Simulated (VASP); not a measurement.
# Si5N in VASP: a series of runs

Runs on Si5N. Level: PBE. Tasks: single point.

Program: VASP 6.6.1. These are calculated values, not measurements. Logs are shortened: lines on timing, memory, paths and dates and some standing lists are left out, and cuts for length are marked.

### 1 The cell of the first run

The typed cell holds 12 atoms: a = 3.850 Å, b = 3.663 Å, c = 17.533 Å, α = 90.00°, β = 99.81°, γ = 118.41°.

### 2 Single point, PBE

The input, INCAR:

```
SYSTEM = Si5N
  PREC = Accurate
  ENCUT = 520
  EDIFF = 1E-7
  ISMEAR = 0
  SIGMA = 0.2
  LREAL = .FALSE.
  LASPH = .TRUE.
  NELM = 60
  ALGO = Normal
  ISIF = 2
  LWAVE = .FALSE.
  LCHARG = .FALSE.
  GGA = PE
  NBANDS = 37
```

The input, KPOINTS:

```
regular mesh
0
G
  6 6 2
  0 0 0
```

The input, POSCAR:

```
Si5N
1.0
    3.8345924100      0.1011903820     -0.3272897313
   -1.8330588225      3.1709439382      0.0019101954
   -1.4866751226     -0.8687773556     17.4486434321
Si N
10 2
Direct
    0.2625865758      0.6312551224      0.1541781039
    0.2616291505      0.6307851915      0.6541317367
    0.4034389320      0.7017829223      0.2920840882
    0.4026366663      0.7013976244      0.7920468774
    0.7971132088      0.3986374931      0.3393406340
    0.7963089751      0.3982521491      0.8393033652
    0.8651842663      0.4325473572      0.4770278612
    0.8649174925      0.4324383030      0.9769988591
   -0.1302634109     -0.0651929548      0.1083642137
   -0.1312085763     -0.0656562309      0.6083324970
   -0.1964573613     -0.0982653245      0.5040837871
   -0.1958859187     -0.0979816527      1.0041079764
```

Potentials or basis: VASP PAW PBE potentials, release 64 (Si, N).

On the command line:

```console
$ cat potpaw_PBE.64/Si/POTCAR potpaw_PBE.64/N/POTCAR > POTCAR
$ mpirun -np 1 vasp_std > vasp.out
```

OUTCAR:

```text
SYSTEM = Si5N
   PREC = Accurate
   ENCUT = 520
   EDIFF = 1E-7
   ISMEAR = 0
   LREAL = .FALSE.
   LASPH = .TRUE.
   NELM = 60
   ISIF = 2
   GGA = PE

 ion  position               nearest neighbor table
   1  0.263  0.631  0.154-   9 2.31   9 2.31   9 2.35   3 2.37   8 3.14
   2  0.262  0.631  0.654-  10 2.31  10 2.31  10 2.35   4 2.37   7 3.14
   3  0.403  0.702  0.292-   5 2.32   5 2.32   5 2.36   1 2.37
   4  0.403  0.701  0.792-   6 2.32   6 2.32   6 2.36   2 2.37
   5  0.797  0.399  0.339-   3 2.32   3 2.32   3 2.36   7 2.38
   6  0.796  0.398  0.839-   4 2.32   4 2.32   4 2.36   8 2.38
   7  0.865  0.433  0.477-  11 1.91  11 1.91   5 2.38  10 2.94  10 2.94   2 3.14
   8  0.865  0.432  0.977-  12 1.91  12 1.91   6 2.38   9 2.94   9 2.94   1 3.14
   9  0.870  0.935  0.108-  12 1.80   1 2.31   1 2.31   1 2.35   8 2.94   8 2.94
  10  0.869  0.934  0.608-  11 1.80   2 2.31   2 2.31   2 2.35   7 2.94   7 2.94
  11  0.804  0.902  0.504-  10 1.80   7 1.91   7 1.91
  12  0.804  0.902  0.004-   9 1.80   8 1.91   8 1.91

  LATTYP: Found a base centered monoclinic cell.
 ALAT       =    36.9665807412
 B/A-ratio  =     0.0990799903
 C/A-ratio  =     0.4742077271
 COS(beta)  =    -0.9837082582

  Lattice vectors:

 A1 = (  -8.1840432849,  -2.6057377286, -16.4686844336)
 A2 = (  -6.3509844624,  -5.7766816668, -16.4705946290)
 A3 = (   4.3494508749,   2.5045473466,  16.7959741649)

Analysis of symmetry for initial positions (statically):
=====================================================================
 Subroutine PRICEL returns:
 Original cell was already a primitive cell.

 Routine SETGRP: Setting up the symmetry group for a
 base centered monoclinic supercell.

 Subroutine GETGRP returns: Found  1 space group operations
 (whereof  1 operations were pure point group operations)
 out of a pool of  4 trial point group operations.

The static configuration has the point symmetry C_1 .

Analysis of symmetry for dynamics (positions and initial velocities):
=====================================================================
 Subroutine PRICEL returns:
 Original cell was already a primitive cell.

 Routine SETGRP: Setting up the symmetry group for a
 base centered monoclinic supercell.

 Subroutine GETGRP returns: Found  1 space group operations
 (whereof  1 operations were pure point group operations)
 out of a pool of  4 trial point group operations.

The dynamic configuration has the point symmetry C_1 .

 Subroutine INISYM returns: Found  1 space group operations
[... 123 lines left out ...]
   ISIF   =      2    stress and relaxation
   ISYM   =      2    0-nonsym 1-usesym 2-fastsym
   POTIM  = 0.5000    time-step for ionic-motion
   TEBEG  =    0.0;   TEEND  =   0.0 temperature during run
   PSTRESS=    0.0 pullay stress
   NELECT =      50.0000    total number of electrons
   NUPDOWN=      -1.0000    fix difference up-down
   EMIN   =  10.00;   EMAX   =-10.00  energy-range for DOS
   EFERMI =   0.00;   METHOD = LEGACY
   ISMEAR =     0;   SIGMA  =   0.20  broadening in eV -4-tet -1-fermi 0-gaus
   EFERMI_NEDOS =   21; number of points for ismear=-14 and -15
   IALGO  =     38    algorithm
   IMIX   =      4    mixing-type and parameters
     AMIX     =   0.40;   BMIX     =  1.00
     AMIX_MAG =   1.60;   BMIX_MAG =  1.00
  volume/ion in A,a.u.               =      17.78       119.97
  Fermi-wavevector in a.u.,A,eV,Ry     =   1.009345  1.907386 13.861318  1.018778
  Thomas-Fermi vector in A             =   2.142268
   LORBIT       =      0    0 simple, 1 ext, 2 COOP (PROOUT), +10 PAW based schemes
   GGA     = PE    functional components
   LHFCALC =     F    Hartree Fock is set to
   AEXX    =    0.0000 exact exchange contribution
   IVDW    =     0    specifies the selected vdW correction
   LEPSILON=     F    determine dielectric tensor
   LRPA    =     F    only Hartree local field effects (RPA)
 non-spin polarized calculation
 Gauss-broadening in eV      SIGMA  =   0.20
  energy-cutoff  :      520.00
  volume of cell :      213.34
 maximum number of plane-waves:      5782
 NGX is ok and might be reduce to    30

 number of electron      50.0000000 magnetization

 Free energy of the ion-electron system (eV)
  ---------------------------------------------------
  ext. energy  EPLUGINS =         0.00000000
  ---------------------------------------------------
  free energy    TOTEN  =       -68.98288975 eV

  energy without entropy =      -68.91372358  energy(sigma->0) =      -68.94830666

 E-fermi :   6.1353     XC(G=0):  -9.6045

 val. band max:        6.0944817627   @ k =  -0.0000   0.0000   0.5000
 cond. band min:       6.1622413998   @ k =   0.3333   0.1667   0.5000
 fundamental gap:      0.0677596371
 Fermi energy:         6.1353228235

 k-point     1 :       0.0000    0.0000    0.0000
  band No.  band energies     occupation
      1     -10.4467      2.00000
      2     -10.4443      2.00000
      3      -5.7906      2.00000
      4      -5.5381      2.00000
      5      -4.8024      2.00000
      6      -4.2657      2.00000
[... 949 lines left out ...]
     36      10.3021      0.00000
     37      10.3514      0.00000

 [... further k-points ...]
[... 5 lines left out ...]
  --------------------------------------------------------------------------------------
  -------------------------------------------------------------------------------------
  Total       -0.0660504     -0.0186575     -0.1422354     -0.0338023     -0.0052539     -0.0064952
  in kB       -0.4960337     -0.1401163     -1.0681766     -0.2538526     -0.0394566     -0.0487782
  external PRESSURE =      -0.5681089 kB  Pullay stress =       0.0000000 kB

 VOLUME and BASIS-vectors are now :
 -----------------------------------------------------------------------------
  energy-cutoff  :      520.00
  volume of cell :      213.34
      direct lattice vectors                 reciprocal lattice vectors
     3.834592410  0.101190382 -0.327289731     0.259351144  0.149907865  0.029561464
    -1.833058822  3.170943938  0.001910195    -0.006943299  0.311340743  0.014910234
    -1.486675123 -0.868777356 17.448643432     0.004865492  0.002777785  0.057863907

 POSITION                                       TOTAL-FORCE (eV/Angst)
 -----------------------------------------------------------------------------------
     -0.37943      1.89430      2.60546         0.000235      0.000244      0.008718
     -1.12551      1.45836     11.32929         0.000634      0.000490      0.009500
     -0.17362      2.01238      4.96577         0.000604      0.000032     -0.002841
     -0.91927      1.57672     13.68970         0.000692      0.000105     -0.003064
      1.82139      1.04991      5.66091         0.003012      0.001292      0.002572
      1.07573      0.61425     14.38484         0.003133      0.001294      0.002635
      1.81556      1.04470      8.04115         0.005365      0.003656     -0.016879
      1.07144      0.60996     16.76505         0.005660      0.003543     -0.016563
      1.46043      2.95809      1.60794        -0.004558     -0.002389     -0.001583
      0.71436      2.52216     10.33202        -0.004084     -0.002210     -0.001882
      0.67892      2.50272      8.53431        -0.005322     -0.003120      0.009876
      1.42389      2.93805     -0.18978        -0.005369     -0.002938      0.009510
 -----------------------------------------------------------------------------------
    total drift:                                0.000014      0.000181     -0.000351

  FREE ENERGIE OF THE ION-ELECTRON SYSTEM (eV)
  ---------------------------------------------------
  free  energy   TOTEN  =       -68.9828897483 eV

  energy  without entropy=      -68.9137235782  energy(sigma->0) =      -68.94830666
```

OSZICAR:

```text
N       E                     dE             d eps       ncg     rms          rms(c)
DAV:   1     0.141185348922E+03    0.14119E+03   -0.20001E+04  2960   0.114E+03
DAV:   2    -0.576007101790E+02   -0.19879E+03   -0.18747E+03  3756   0.184E+02
DAV:   3    -0.732500541948E+02   -0.15649E+02   -0.15384E+02  3742   0.497E+01
DAV:   4    -0.736218747864E+02   -0.37182E+00   -0.37030E+00  3798   0.888E+00
DAV:   5    -0.736293870039E+02   -0.75122E-02   -0.75077E-02  3628   0.124E+00    0.158E+01
DAV:   6    -0.692084425345E+02    0.44209E+01   -0.17116E+01  3909   0.220E+01    0.906E+00
DAV:   7    -0.690643683919E+02    0.14407E+00   -0.30759E+00  3257   0.927E+00    0.459E+00
DAV:   8    -0.690241186565E+02    0.40250E-01   -0.11016E+00  3748   0.445E+00    0.155E+00
DAV:   9    -0.689902633185E+02    0.33855E-01   -0.33049E-01  4176   0.279E+00    0.644E-01
DAV:  10    -0.689829366090E+02    0.73267E-02   -0.25156E-01  3736   0.151E+00    0.409E-01
DAV:  11    -0.689822352299E+02    0.70138E-03   -0.32041E-02  3752   0.670E-01    0.194E-01
DAV:  12    -0.689827265648E+02   -0.49133E-03   -0.27047E-03  3792   0.236E-01    0.111E-01
DAV:  13    -0.689828201858E+02   -0.93621E-04   -0.36267E-04  3776   0.917E-02    0.589E-02
DAV:  14    -0.689828847785E+02   -0.64593E-04   -0.21670E-04  3416   0.607E-02    0.174E-02
DAV:  15    -0.689828881227E+02   -0.33441E-05   -0.29575E-05  3848   0.278E-02    0.707E-03
DAV:  16    -0.689828896489E+02   -0.15263E-05   -0.54779E-06  3432   0.119E-02    0.333E-03
DAV:  17    -0.689828897625E+02   -0.11355E-06   -0.81543E-07  3840   0.398E-03    0.197E-03
DAV:  18    -0.689828897483E+02    0.14187E-07   -0.27293E-07  2944   0.261E-03
   1 F= -.68982890E+02 E0= -.68948307E+02  d E =-.691662E-01
```

Wall time 17 min (1 thread of Intel Xeon 8259CL, shared host); peak memory 0.46 GiB.

What came out:

| Item | Value |
| --- | --- |
| Free energy | -68.9829 eV |
| Pressure | -0.1 GPa |
| Largest force | 0.018 eV/Å |
| Band gap on the k mesh | zero (bands 25 and 26 overlap by 2.00 eV) |

Forces on the atoms (eV/Å):
```
Si   0.000  0.000  0.009
Si   0.001  0.000  0.009
Si   0.001  0.000 -0.003
Si   0.001  0.000 -0.003
Si   0.003  0.001  0.003
Si   0.003  0.001  0.003
Si   0.005  0.004 -0.017
Si   0.006  0.004 -0.017
Si  -0.005 -0.002 -0.002
Si  -0.004 -0.002 -0.002
N   -0.005 -0.003  0.010
N   -0.005 -0.003  0.010
```

### 3 Single point, PBE

This run uses another cell than the first one: it holds 6 atoms, not 12.

The input, INCAR:

```
SYSTEM = Si5N
  PREC = Accurate
  ENCUT = 520
  EDIFF = 1E-6
  ISMEAR = 0
  SIGMA = 0.1
  LREAL = .False.
  LASPH = .True.
  NELM = 60
  ALGO = Normal
  ISIF = 2
  LWAVE = .False.
  LCHARG = .True.
  GGA = PE
  LELF = .True.
  LVHAR = .True.
  NBANDS = 22
```

The input, KPOINTS:

```
regular mesh
0
Gamma
  12 12 6
  0 0 0
```

The input, POSCAR:

```
Si5N
1.0
    5.7656053179     -1.3736476759     -0.0787583089
    5.7656053179      1.3736476759     -0.0787583089
   -1.7303538475      0.0000000000      5.6537337683
Si N
5 1
Direct
    0.0131795591      0.0131795591      0.9536688821
    0.6733106963      0.6733106963      0.5773656460
    0.9887062346      0.9887062346      0.3393455889
    0.3424975734      0.3424975734      0.4926029571
    0.7125981284      0.7125981284      0.0113387654
    0.4363737982      0.4363737982      0.7923441804
```

Potentials or basis: VASP PAW PBE potentials, release 64 (Si, N).

On the command line:

```console
$ cat potpaw_PBE.64/Si/POTCAR potpaw_PBE.64/N/POTCAR > POTCAR
$ mpirun -np 1 vasp_std > vasp.out
```

OUTCAR:

```text
SYSTEM = Si5N
   PREC = Accurate
   ENCUT = 520
   EDIFF = 1E-6
   ISMEAR = 0
   LREAL = .False.
   LASPH = .True.
   NELM = 60
   ISIF = 2
   GGA = PE

 ion  position               nearest neighbor table
   1  0.013  0.013  0.954-   6 1.75   6 1.75   3 2.38   5 2.61   5 2.61   4 3.15   4 3.15
   2  0.673  0.673  0.577-   5 2.47   4 2.56   4 2.56   3 2.56   3 2.56
   3  0.989  0.989  0.339-   1 2.38   4 2.55   4 2.55   2 2.56   2 2.56
   4  0.342  0.342  0.493-   6 1.77   3 2.55   3 2.55   2 2.56   2 2.56   5 3.10   5 3.10   1 3.15
                             1 3.15
   5  0.713  0.713  0.011-   2 2.47   1 2.61   1 2.61   4 3.10   4 3.10
   6  0.436  0.436  0.792-   1 1.75   1 1.75   4 1.77

  LATTYP: Found a base centered monoclinic cell.
 ALAT       =    11.5322864260
 B/A-ratio  =     0.2382264237
 C/A-ratio  =     0.5126996536
 COS(beta)  =    -0.3056887994

  Lattice vectors:

 A1 = (   5.7656053179,  -1.3736476759,  -0.0787583089)
 A2 = (   5.7656053179,   1.3736476759,  -0.0787583089)
 A3 = (  -1.7303538475,   0.0000000000,   5.6537337683)

Analysis of symmetry for initial positions (statically):
=====================================================================
 Subroutine PRICEL returns:
 Original cell was already a primitive cell.

 Routine SETGRP: Setting up the symmetry group for a
 base centered monoclinic supercell.

 Subroutine GETGRP returns: Found  2 space group operations
 (whereof  2 operations were pure point group operations)
 out of a pool of  4 trial point group operations.

The static configuration has the point symmetry C_1h.

Analysis of symmetry for dynamics (positions and initial velocities):
=====================================================================
 Subroutine PRICEL returns:
 Original cell was already a primitive cell.

 Routine SETGRP: Setting up the symmetry group for a
 base centered monoclinic supercell.
[... 128 lines left out ...]
   ISMEAR =     0;   SIGMA  =   0.10  broadening in eV -4-tet -1-fermi 0-gaus
   EFERMI_NEDOS =   21; number of points for ismear=-14 and -15
   IALGO  =     38    algorithm
   IMIX   =      4    mixing-type and parameters
     AMIX     =   0.40;   BMIX     =  1.00
     AMIX_MAG =   1.60;   BMIX_MAG =  1.00
  volume/ion in A,a.u.               =      14.86       100.30
  Fermi-wavevector in a.u.,A,eV,Ry     =   1.071436  2.024720 15.619141  1.147974
  Thomas-Fermi vector in A             =   2.207176
   LORBIT       =      0    0 simple, 1 ext, 2 COOP (PROOUT), +10 PAW based schemes
   GGA     = PE    functional components
   LHFCALC =     F    Hartree Fock is set to
   AEXX    =    0.0000 exact exchange contribution
   IVDW    =     0    specifies the selected vdW correction
   LEPSILON=     F    determine dielectric tensor
   LRPA    =     F    only Hartree local field effects (RPA)
 non-spin polarized calculation
 Gauss-broadening in eV      SIGMA  =   0.10
  energy-cutoff  :      520.00
  volume of cell :       89.18
 maximum number of plane-waves:      2419
 NGX is ok and might be reduce to    48

 number of electron      25.0000000 magnetization

 Free energy of the ion-electron system (eV)
  ---------------------------------------------------
  ext. energy  EPLUGINS =         0.00000000
  ---------------------------------------------------
  free energy    TOTEN  =       -34.21797666 eV

  energy without entropy =      -34.20812155  energy(sigma->0) =      -34.21304911

 E-fermi :   8.1035     XC(G=0): -10.5818

 val. band max:        8.0997751498   @ k =   0.4167   0.1667   0.5000
 cond. band min:       8.1055525218   @ k =  -0.3333   0.0833   0.5000
 fundamental gap:      0.0057773720
 Fermi energy:         8.1035168210

 k-point     1 :       0.0000    0.0000    0.0000
  band No.  band energies     occupation
      1      -9.5199      2.00000
      2      -4.0841      2.00000
      3      -2.7324      2.00000
      4      -1.1182      2.00000
      5      -0.0504      2.00000
      6       1.0294      2.00000
[... 589 lines left out ...]
     21      14.2466      0.00000
     22      14.8203      0.00000

 [... further k-points ...]
[... 5 lines left out ...]
  --------------------------------------------------------------------------------------
  -------------------------------------------------------------------------------------
  Total       -0.0642192     -0.0195775     -0.0510508      0.0000000      0.0000000     -0.0048132
  in kB       -1.1537430     -0.3517229     -0.9171640      0.0000000      0.0000000     -0.0864734
  external PRESSURE =      -0.8075433 kB  Pullay stress =       0.0000000 kB

 VOLUME and BASIS-vectors are now :
 -----------------------------------------------------------------------------
  energy-cutoff  :      520.00
  volume of cell :       89.18
      direct lattice vectors                 reciprocal lattice vectors
     5.765605318 -1.373647676 -0.078758309     0.087085242 -0.363994355  0.026652879
     5.765605318  1.373647676 -0.078758309     0.087085242  0.363994355  0.026652879
    -1.730353847  0.000000000  5.653733768     0.002426250  0.000000000  0.177616830

 POSITION                                       TOTAL-FORCE (eV/Angst)
 -----------------------------------------------------------------------------------
     -1.49821      0.00000      5.38971        -0.016786      0.000000     -0.001225
      6.76504      0.00000      3.15821        -0.003648      0.000000     -0.001455
     10.81379      0.00000      1.76283         0.005475      0.000000     -0.001243
      3.09703      0.00000      2.73110         0.005628      0.000000      0.005703
      8.19750      0.00000     -0.04814        -0.001560      0.000000     -0.004844
      3.66088      0.00000      4.41097         0.010891      0.000000      0.003065
 -----------------------------------------------------------------------------------
    total drift:                               -0.000076     -0.000000     -0.000189

  FREE ENERGIE OF THE ION-ELECTRON SYSTEM (eV)
  ---------------------------------------------------
  free  energy   TOTEN  =       -34.2179766649 eV

  energy  without entropy=      -34.2081215500  energy(sigma->0) =      -34.21304911
```

Wall time 25 min (1 thread of Intel Xeon 8259CL, shared host); peak memory 0.56 GiB.

What came out:

| Quantity | Value |
| --- | --- |
| Free energy | -34.2180 eV |
| Pressure | -0.1 GPa |
| Largest force | 0.017 eV/Å |
| Band gap on the k mesh | zero (an odd number of electrons rules out a gap without spin polarisation) |

Forces in eV/Å, atoms in the order of the input:
```
Si  -0.017  0.000 -0.001
Si  -0.004  0.000 -0.001
Si   0.005  0.000 -0.001
Si   0.006  0.000  0.006
Si  -0.002  0.000 -0.005
N    0.011  0.000  0.003
```

Levels at points of the mesh, in eV from the Fermi level:
```tsv
k point	band 8	band 9	band 10	band 11	band 12	band 13	band 14	band 15	band 16	band 17
(0.00, 0.00, 0.00)	-4.45	-3.58	-2.97	-0.71	2.23	2.71	3.19	3.67	5.04	5.04
(0.50, 0.00, 0.00)	-4.78	-3.93	-3.38	-2.69	-1.97	-1.18	-0.91	0.57	1.14	2.28
(0.50, 0.50, 0.00)	-3.79	-3.58	-2.82	-1.64	-0.88	1.75	2.97	4.61	4.64	5.21
(0.00, 0.00, 0.50)	-4.22	-3.58	-2.95	-1.96	-0.14	2.67	2.93	5.26	5.27	5.57
(0.50, 0.00, 0.50)	-4.76	-4.28	-2.98	-1.91	-1.68	-0.50	0.03	0.38	1.65	2.21
(0.50, 0.50, 0.50)	-4.45	-3.58	-2.95	-1.17	0.11	0.64	1.94	2.82	4.59	5.09
```

Caveat: an odd number of electrons without spin polarisation forces a metal; a magnetic or distorted state may lie lower.

The gap in the log of VASP goes by the Fermi energy; the results here count the filled bands.